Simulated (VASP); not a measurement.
The system is Si.

```xyz
2
Lattice="0.0000 2.7136 2.7136 2.7136 0.0000 2.7136 2.7136 2.7136 0.0000" Properties=species:S:1:pos:R:3 pbc="T T T"
Si    4.0703    4.0703    4.0703
Si    2.7136    2.7136    2.7136
```

Base run:

- Program: VASP 6.6.1
- Functional: PBE
- Potentials or basis: VASP PAW PBE potentials, release 64 (Si)
- Cutoff: 500 eV
- k mesh: 6 × 6 × 6
- Occupations: gaussian, width 0.02 eV
- Spin: no spin polarisation

Its results: band gap on the k mesh 0.70 eV, indirect (least direct gap 2.56 eV); pressure 2.2 GPa.

Q: The run is repeated on the same cell with these changes: k mesh from 6 × 6 × 6 to 14 × 14 × 14. What comes out?

A: Band gap on the k mesh 0.57 eV, indirect (least direct gap 2.57 eV); pressure 2.1 GPa.

A k mesh can miss the band edges.
